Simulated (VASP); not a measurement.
The system is WS2 (Tungstenite).

```xyz
3
Lattice="1.5790 0.9116 6.1633 -1.5790 0.9116 6.1633 0.0000 -1.8233 6.1633" Properties=species:S:1:pos:R:3 pbc="T T T"
W     0.0000    0.0000    0.0000
S     0.0000    0.0000   10.7427
S     0.0000    0.0000   13.8730
```

Program: VASP 6.6.1. Alike in all runs: task single point; potentials or basis VASP PAW PBE potentials, release 64 (W_sv, S); no spin polarisation; cell as given.

Problem. Order these runs on this cell by their band gap on the k mesh, lowest first.
A. level PBE; k mesh 4 × 4 × 4; cutoff (eV) 500; smearing fermi-dirac 0.04 eV
B. level r2SCAN; k mesh 10 × 10 × 10; cutoff (eV) 520; smearing fermi-dirac 0.05 eV
C. level PBEsol; k mesh 10 × 10 × 10; cutoff (eV) 520; smearing fermi-dirac 0.05 eV

Solution. C (1.03 eV), B (1.19 eV), A (1.38 eV).

Caveats: some runs use coarse meshes; spin-orbit coupling is left out, which moves the levels of the heavy elements.

A k mesh can miss the band edges.
